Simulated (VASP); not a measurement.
# TiC3 (Pm-3m) in VASP: further runs, part 2 of 2

VASP 6.6.1.

## 5. Relaxation of cell and atoms, PBE

This run uses another cell than the first one, of 15.26 Å³/atom, 1.869 times its volume.

The input, INCAR:

```
SYSTEM = TiC3
PREC     = Accurate       ! precision mode
ENCUT    = 600            ! plane-wave cutoff, eV
EDIFF    = 1E-7           ! SCF threshold, eV
ISMEAR   = 0              ! smearing method
SIGMA    = 0.1            ! smearing width, eV
LREAL    = .False.        ! projectors in reciprocal space
LASPH    = .True.         ! aspherical terms in the spheres
NELM     = 60             ! most SCF steps
ALGO     = Normal         ! electronic algorithm
ISIF     = 3              ! what is computed and relaxed
LWAVE    = .False.        ! write WAVECAR
LCHARG   = .False.        ! write CHGCAR
GGA      = PE             ! functional
IBRION   = 2              ! ionic algorithm
NSW      = 90             ! ionic steps
EDIFFG   = -0.04          ! ionic threshold
```

The input, KPOINTS:

```
Automatic mesh
0
Gamma
  4 4 4
  0 0 0
```

The input, POSCAR:

```
TiC3
1.0
    3.9369279000      0.0000000000      0.0000000000
    0.0000000000      3.9369279000      0.0000000000
    0.0000000000      0.0000000000      3.9369279000
Ti C
1 3
Direct
    0.5000000000      0.5000000000      0.5000000000
    0.5000000000      0.0000000000      0.0000000000
    0.0000000000      0.5000000000      0.0000000000
    0.0000000000      0.0000000000      0.5000000000
```

Potentials or basis: VASP PAW PBE potentials, release 64 (Ti_sv, C).

Command:

```
cat potpaw_PBE.64/Ti_sv/POTCAR potpaw_PBE.64/C/POTCAR > POTCAR
mpirun -np 1 vasp_std > vasp.out
```

OUTCAR:

```text
SYSTEM = TiC3
   PREC = Accurate
   ENCUT = 600
   EDIFF = 1E-7
   ISMEAR = 0
   LREAL = .False.
   LASPH = .True.
   NELM = 60
   ISIF = 3
   GGA = PE
   IBRION = 2
   NSW = 90
   EDIFFG = -0.04

 ion  position               nearest neighbor table
   1  0.500  0.500  0.500-
   2  0.500  0.000  0.000-
   3  0.000  0.500  0.000-
   4  0.000  0.000  0.500-

  LATTYP: Found a simple cubic cell.
 ALAT       =     3.9369279000

  Lattice vectors:

 A1 = (   3.9369279000,   0.0000000000,   0.0000000000)
 A2 = (   0.0000000000,   3.9369279000,   0.0000000000)
 A3 = (   0.0000000000,   0.0000000000,   3.9369279000)

Analysis of symmetry for initial positions (statically):
[... 154 lines left out ...]
--------------------------------------- Ionic step        1  -------------------------------------------

 number of electron      23.9999995 magnetization

 Free energy of the ion-electron system (eV)
  ---------------------------------------------------
  ext. energy  EPLUGINS =         0.00000000
  ---------------------------------------------------
  free energy    TOTEN  =       -22.46337227 eV

  energy without entropy =      -22.44429939  energy(sigma->0) =      -22.45383583

 E-fermi :   3.0863     XC(G=0): -10.1031

 val. band max:        3.0496012434   @ k =   0.5000   0.5000   0.0000
 cond. band min:       3.1169410946   @ k =   0.2500   0.0000   0.0000
 fundamental gap:      0.0673398512
 Fermi energy:         3.0863114036
[... 460 lines left out ...]
--------------------------------------- Ionic step        3  -------------------------------------------

 number of electron      23.9999998 magnetization

 Free energy of the ion-electron system (eV)
  ---------------------------------------------------
  ext. energy  EPLUGINS =         0.00000000
  ---------------------------------------------------
  free energy    TOTEN  =       -27.96403149 eV

  energy without entropy =      -27.94942659  energy(sigma->0) =      -27.95672904

 E-fermi :  10.1148     XC(G=0): -13.0711

 val. band max:       10.1147902795   @ k =   0.2500   0.2500   0.0000
 cond. band min:      10.1820121381   @ k =   0.5000   0.0000   0.0000
 fundamental gap:      0.0672218586
 Fermi energy:        10.1148351989
[... 219 lines left out ...]
  FREE ENERGIE OF THE ION-ELECTRON SYSTEM (eV)
  ---------------------------------------------------
  free  energy   TOTEN  =       -27.9640314898 eV

  energy  without entropy=      -27.9494265937  energy(sigma->0) =      -27.95672904

 reached required accuracy - stopping structural energy minimisation
```

OSZICAR:

```text
N       E                     dE             d eps       ncg     rms          rms(c)
DAV:   1     0.203061000663E+03    0.20306E+03   -0.13407E+04   320   0.170E+03
DAV:   2    -0.388309983789E+01   -0.20694E+03   -0.20532E+03   352   0.414E+02
DAV:   3    -0.270974041377E+02   -0.23214E+02   -0.22499E+02   640   0.111E+02
[... 49 lines left out ...]
DAV:   9    -0.279640309421E+02   -0.35788E-04   -0.65802E-05   368   0.706E-02    0.449E-03
DAV:  10    -0.279640315818E+02   -0.63966E-06   -0.99234E-06   408   0.208E-02    0.658E-03
DAV:  11    -0.279640313088E+02    0.27299E-06   -0.19938E-06   344   0.109E-02    0.542E-04
DAV:  12    -0.279640314589E+02   -0.15013E-06   -0.22092E-07   336   0.426E-03    0.836E-04
DAV:  13    -0.279640314898E+02   -0.30843E-07   -0.19818E-08   168   0.102E-03
   3 F= -.27964031E+02 E0= -.27956729E+02  d E =-.550066E+01
```

It took 21 s on 1 thread of Intel Xeon 6975P-C (Granite Rapids), shared host; peak memory 0.19 GiB.

Results:

```
Free energy                            : -27.9640 eV
Relaxed volume                         : 8.18 Å³/atom
Relaxed cell                           : a = 3.198 Å, b = 3.198 Å, c = 3.198 Å, α = 90.00°, β = 90.00°, γ = 90.00°
Space group after relaxing (to 0.05 Å) : Pm-3m (No. 221)
Energy gained by relaxing              : 1375.2 meV/atom
Ionic steps                            : 3
Pressure after relaxing                : -0.3 GPa
Band gap on the k mesh                 : zero (band 12 reaches 12.03 eV, above the bottom of band 13 at 9.16 eV)
```

Step by step:
| step | energy change (eV) | largest force (eV/Å) | pressure (GPa) | volume (Å³) |
| --- | --- | --- | --- | --- |
| 1 | 0.0000 | 0.0000 | -36.24 | 61.02 |
| 2 | -5.3700 | 0.0000 | -14.73 | 35.34 |
| 3 | -5.5007 | 0.0000 | -0.27 | 32.72 |

Final structure:
```
Ti C
1.0
     3.19843    0.00000    0.00000
     0.00000    3.19843    0.00000
     0.00000    0.00000    3.19843
Ti C
1 3
Direct
  0.50000 0.50000 0.50000
  0.50000 0.00000 0.00000
  0.00000 0.50000 0.00000
  0.00000 0.00000 0.50000
```

Levels at points of the mesh, in eV from the Fermi level:
| k point | band 10 | band 11 | band 12 | band 13 | band 14 | band 15 |
| --- | --- | --- | --- | --- | --- | --- |
| (0.00, 0.00, 0.00) | -5.16 | 0.79 | 0.79 | 0.79 | 1.02 | 1.02 |
| (0.50, 0.00, 0.00) | -4.49 | -1.18 | -1.18 | 0.07 | 0.93 | 0.98 |
| (0.50, 0.50, 0.00) | -3.71 | -1.41 | -0.78 | 0.32 | 0.32 | 1.01 |
| (0.50, 0.50, 0.50) | -5.97 | -5.97 | 1.92 | 1.92 | 3.33 | 3.33 |

Caveat: the k points lie up to 0.49 Å⁻¹ apart in the final cell; the volume moved by over 15 % at a fixed basis, so the end points are rough.

## 6. Summary

| task | cell | k mesh | cutoff (eV) | gap on the mesh (eV) | pressure (GPa) |
| --- | --- | --- | --- | --- | --- |
| single point | a = 3.196 Å, 4 atoms | 4 × 4 × 4 | 520 | none | 0.2 |
| single point | a = 3.937 Å, 4 atoms | 4 × 4 × 4 | 520 | none | -36.2 |
| single point | a = 3.198 Å, 4 atoms | 6 × 6 × 6 | 520 | none | 0.6 |
| relaxation of cell and atoms | relaxed from a = 3.937 Å, 4 atoms | 4 × 4 × 4 | 600 | none | -0.3 |

Alike in all rows: level PBE; potentials or basis VASP PAW PBE potentials, release 64 (Ti_sv, C); no spin polarisation; smearing gaussian 0.1 eV.

Caveats: some runs use coarse meshes; the volume moved by over 15 % at a fixed basis, so the end points are rough (some runs).

Total energies depend on the potentials used, so only differences within one code and one set of settings carry meaning.
